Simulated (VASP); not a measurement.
# Sb (R-3m) in VASP: notebook, part 2 of 2

VASP 6.6.1.

## (3) Electric field gradients, PBE (volume scaled by 0.99)

INCAR reads:

```
ALGO = Normal
EDIFF = 1E-8
ENCUT = 520
GGA = PE
ISIF = 2
ISMEAR = -1
LASPH = True
LCHARG = False
LEFG = True
LREAL = False
LWAVE = False
NBANDS = 12
NELM = 60
PREC = Accurate
SIGMA = 0.05
```

KPOINTS reads:

```
k-points
0
Gamma
  9 9 9
```

POSCAR reads:

```
Sb
1.0
    2.1434076350      1.2374969751      3.7314781673
   -2.1434076350      1.2374969751      3.7314781673
    0.0000000000     -2.4749939500      3.7314781673
Sb
2
Direct
    0.2336400000      0.2336400000      0.2336400000
    0.7663600000      0.7663600000      0.7663600000
```

Potentials or basis: VASP PAW PBE potentials, release 64 (Sb).

Started as:

```
$ cat potpaw_PBE.64/Sb/POTCAR > POTCAR
$ mpirun -np 1 vasp_std > vasp.out
```

OUTCAR:

```text
EDIFF = 1E-8
   ENCUT = 520
   GGA = PE
   ISIF = 2
   ISMEAR = -1
   LASPH = True
   LREAL = False
   NELM = 60
   PREC = Accurate

 ion  position               nearest neighbor table
   1  0.234  0.234  0.234-   2 2.89   2 2.89   2 2.89   2 3.33   2 3.33   2 3.33
   2  0.766  0.766  0.766-   1 2.89   1 2.89   1 2.89   1 3.33   1 3.33   1 3.33

  LATTYP: Found a trigonal (rhomboedric) cell.
 ALAT       =     4.4776695240
 COS(alpha) =     0.5417151843

  Lattice vectors:

 A1 = (   2.1434076350,   1.2374969751,   3.7314781673)
 A2 = (  -2.1434076350,   1.2374969751,   3.7314781673)
 A3 = (   0.0000000000,  -2.4749939500,   3.7314781673)

Analysis of symmetry for initial positions (statically):
=====================================================================
 Subroutine PRICEL returns:
 Original cell was already a primitive cell.

 Routine SETGRP: Setting up the symmetry group for a
 trigonal (rhombohedral) supercell.

 Subroutine GETGRP returns: Found 12 space group operations
 (whereof 12 operations were pure point group operations)
 out of a pool of 12 trial point group operations.

The static configuration has the point symmetry D_3d.

Analysis of symmetry for dynamics (positions and initial velocities):
=====================================================================
 Subroutine PRICEL returns:
 Original cell was already a primitive cell.

 Routine SETGRP: Setting up the symmetry group for a
 trigonal (rhombohedral) supercell.

 Subroutine GETGRP returns: Found 12 space group operations
 (whereof 12 operations were pure point group operations)
 out of a pool of 12 trial point group operations.

The dynamic configuration has the point symmetry D_3d.

 Subroutine INISYM returns: Found 12 space group operations
 (whereof 12 operations are pure point group operations),
 and found     1 'primitive' translations

----------------------------------------------------------------------------------------

                                     Primitive cell

  volume of cell :      59.3856

  direct lattice vectors                    reciprocal lattice vectors
     2.143407635  1.237496975  3.731478167     0.233273406  0.134680464  0.089330104
    -2.143407635  1.237496975  3.731478167    -0.233273406  0.134680464  0.089330104
     0.000000000 -2.474993950  3.731478167     0.000000000 -0.269360928  0.089330104

  length of vectors
     4.477669524  4.477669524  4.477669524     0.283787204  0.283787204  0.283787204

  position of ions in fractional coordinates (direct lattice)
     0.233640000  0.233640000  0.233640000
     0.766360000  0.766360000  0.766360000

  ion indices of the primitive-cell ions
   primitive index   ion index
                 1           1
                 2           2

----------------------------------------------------------------------------------------

 KPOINTS: k-points

Automatic generation of k-mesh.
 Grid dimensions read from file:
 generate k-points for:    9    9    9

[... 75 lines left out ...]
   NUPDOWN=      -1.0000    fix difference up-down
   EMIN   =  10.00;   EMAX   =-10.00  energy-range for DOS
   EFERMI =   0.00;   METHOD = LEGACY
   ISMEAR =    -1;   SIGMA  =   0.05  broadening in eV -4-tet -1-fermi 0-gaus
   EFERMI_NEDOS =   21; number of points for ismear=-14 and -15
   IALGO  =     38    algorithm
   IMIX   =      4    mixing-type and parameters
     AMIX     =   0.40;   BMIX     =  1.00
     AMIX_MAG =   1.60;   BMIX_MAG =  1.00
  volume/ion in A,a.u.               =      29.69       200.38
  Fermi-wavevector in a.u.,A,eV,Ry     =   0.904026  1.708362 11.119549  0.817264
  Thomas-Fermi vector in A             =   2.027423
   LORBIT       =      0    0 simple, 1 ext, 2 COOP (PROOUT), +10 PAW based schemes
   GGA     = PE    functional components
[... 5 lines left out ...]
 non-spin polarized calculation
  energy-cutoff  :      520.00
  volume of cell :       59.39
 maximum number of plane-waves:      1612
 NGX is ok and might be reduce to    36
   NGX = 17   NGY = 17   NGZ = 17

 number of electron      10.0000000 magnetization

 Free energy of the ion-electron system (eV)
  ---------------------------------------------------
  ext. energy  EPLUGINS =         0.00000000
  ---------------------------------------------------
  free energy    TOTEN  =        -8.23610522 eV

  energy without entropy =       -8.23423991  energy(sigma->0) =       -8.23517257

 E-fermi :   7.5135     XC(G=0):  -9.6042

 val. band max:        7.4766738208   @ k =   0.3333   0.2222   0.2222
 cond. band min:       7.5202227791   @ k =   0.4444  -0.0000  -0.0000
 fundamental gap:      0.0435489583
 Fermi energy:         7.5135303211

 k-point     1 :       0.0000    0.0000    0.0000
  band No.  band energies     occupation
      1      -5.3546      2.00000
      2       2.8047      2.00000
      3       5.4056      2.00000
      4       5.6631      2.00000
      5       5.6631      2.00000
      6       9.5832      0.00000
      7      10.2295      0.00000
      8      10.2295      0.00000
      9      12.5615      0.00000
     10      12.5615      0.00000
     11      12.7417      0.00000
     12      14.0474      0.00000
[... 331 lines left out ...]
 k-point    24 :       0.4444    0.4444   -0.0000
  band No.  band energies     occupation
      1      -3.0832      2.00000
      2      -0.4108      2.00000
      3       2.1431      2.00000
      4       3.7347      2.00000
      5       3.7988      2.00000
      6       9.0092      0.00000
      7      12.4491      0.00000
      8      13.0076      0.00000
      9      14.1233      0.00000
     10      16.0846      0.00000
     11      17.2301      0.00000
     12      18.3204      0.00000

 [... further k-points ...]

------------------------ aborting loop because EDIFF is reached ----------------------------------------

  FORCE on cell =-STRESS in cart. coord.  units (eV):
  Direction    XX          YY          ZZ          XY          YZ          ZX
  --------------------------------------------------------------------------------------
  -------------------------------------------------------------------------------------
  Total        1.5174078      1.5174078      1.2704407     -0.0000000      0.0000000     -0.0000000
  in kB       40.9384887     40.9384887     34.2755092     -0.0000000      0.0000000     -0.0000000
  external PRESSURE =      38.7174955 kB  Pullay stress =       0.0000000 kB

 VOLUME and BASIS-vectors are now :
 -----------------------------------------------------------------------------
  energy-cutoff  :      520.00
  volume of cell :       59.39
      direct lattice vectors                 reciprocal lattice vectors
     2.143407635  1.237496975  3.731478167     0.233273406  0.134680464  0.089330104
    -2.143407635  1.237496975  3.731478167    -0.233273406  0.134680464  0.089330104
     0.000000000 -2.474993950  3.731478167     0.000000000 -0.269360928  0.089330104

 POSITION                                       TOTAL-FORCE (eV/Angst)
 -----------------------------------------------------------------------------------
      0.00000      0.00000      2.61547         0.000000      0.000000      0.300633
      0.00000      0.00000      8.57897         0.000000     -0.000000     -0.300633
 -----------------------------------------------------------------------------------
    total drift:                                0.000000     -0.000000      0.000000

  FREE ENERGIE OF THE ION-ELECTRON SYSTEM (eV)
  ---------------------------------------------------
  free  energy   TOTEN  =        -8.2361052201 eV

  energy  without entropy=       -8.2342399145  energy(sigma->0) =       -8.23517257

 Electric field gradients (V/A^2)
---------------------------------------------------------------------
 ion       V_xx      V_yy      V_zz      V_xy      V_xz      V_yz
---------------------------------------------------------------------
   1      23.049    23.049   -46.099    -0.000     0.000    -0.000
   2      23.049    23.049   -46.099    -0.000     0.000    -0.000
---------------------------------------------------------------------

 Electric field gradients after diagonalization (V/A^2)
 (convention: |V_zz| > |V_xx| > |V_yy|)
----------------------------------------------------------------------
 ion       V_xx      V_yy      V_zz     asymmetry (V_yy - V_xx)/ V_zz
----------------------------------------------------------------------
   1      23.049    23.049   -46.099       0.000
   2      23.049    23.049   -46.099       0.000
----------------------------------------------------------------------

           NMR quadrupolar parameters

 Cq : quadrupolar parameter    Cq=e*Q*V_zz/h
 eta: asymmetry parameters     (V_yy - V_xx)/ V_zz
 Q  : nuclear electric quadrupole moment in mb (millibarn)
----------------------------------------------------------------------
 ion       Cq(MHz)       eta       Q (mb)
----------------------------------------------------------------------
   1      -0.111       0.000       1.000
   2      -0.111       0.000       1.000
----------------------------------------------------------------------
```

OSZICAR:

```text
N       E                     dE             d eps       ncg     rms          rms(c)
DAV:   1     0.362581954154E+02    0.36258E+02   -0.36520E+03  2040   0.662E+02
DAV:   2    -0.624235539154E+01   -0.42501E+02   -0.41034E+02  2684   0.109E+02
DAV:   3    -0.822222987211E+01   -0.19799E+01   -0.19678E+01  2552   0.259E+01
DAV:   4    -0.823882539842E+01   -0.16596E-01   -0.16594E-01  2336   0.288E+00
DAV:   5    -0.823902514303E+01   -0.19974E-03   -0.19974E-03  2556   0.346E-01    0.310E+00
DAV:   6    -0.823683219827E+01    0.21929E-02   -0.27470E-03  2340   0.338E-01    0.188E+00
DAV:   7    -0.823596399451E+01    0.86820E-03   -0.65333E-03  2428   0.517E-01    0.736E-02
DAV:   8    -0.823607542107E+01   -0.11143E-03   -0.20190E-04  2508   0.870E-02    0.250E-02
DAV:   9    -0.823610403870E+01   -0.28618E-04   -0.42058E-05  2416   0.385E-02    0.585E-03
DAV:  10    -0.823610479858E+01   -0.75988E-06   -0.41044E-06  2484   0.111E-02    0.143E-03
DAV:  11    -0.823610494837E+01   -0.14980E-06   -0.42062E-07  2396   0.399E-03    0.825E-04
DAV:  12    -0.823610518172E+01   -0.23335E-06   -0.43058E-08  2504   0.112E-03    0.195E-04
DAV:  13    -0.823610522828E+01   -0.46560E-07   -0.58627E-09  1740   0.476E-04    0.942E-05
DAV:  14    -0.823610522005E+01    0.82303E-08   -0.57710E-10  1340   0.163E-04
   1 F= -.82361052E+01 E0= -.82351726E+01  d E =-.186531E-02
```

It took 56 s on 1 thread of Intel Xeon 6975P-C, shared host; peak memory 0.22 GiB.

Results:

| Quantity | Value |
| --- | --- |
| Free energy | -8.2361 eV |
| Pressure | 3.9 GPa |
| Largest force | 0.301 eV/Å |
| Band gap on the k mesh | 0.04 eV, indirect (least direct gap 0.48 eV) |

Forces on the atoms (eV/Å):
```
Sb   0.000  0.000  0.301
Sb   0.000  0.000 -0.301
```

Levels at points of the mesh, in eV from the valence-band top:
```tsv
k point	band 3	band 4	band 5	band 6	band 7	band 8
(0.00, 0.00, 0.00)	-2.07	-1.81	-1.81	2.11	2.75	2.75
```

Electric field gradients, principal values (V/Å²):
| atom | least | middle | greatest (by size) |
| --- | --- | --- | --- |
| 1 Sb | 23.049 | 23.049 | -46.099 |
| 2 Sb | 23.049 | 23.049 | -46.099 |

Caveat: without QUAD_EFG the Cq values of the log hold for a quadrupole moment of 1 mb, not for the nuclei; spin-orbit coupling is left out, which moves the levels of the heavy elements.
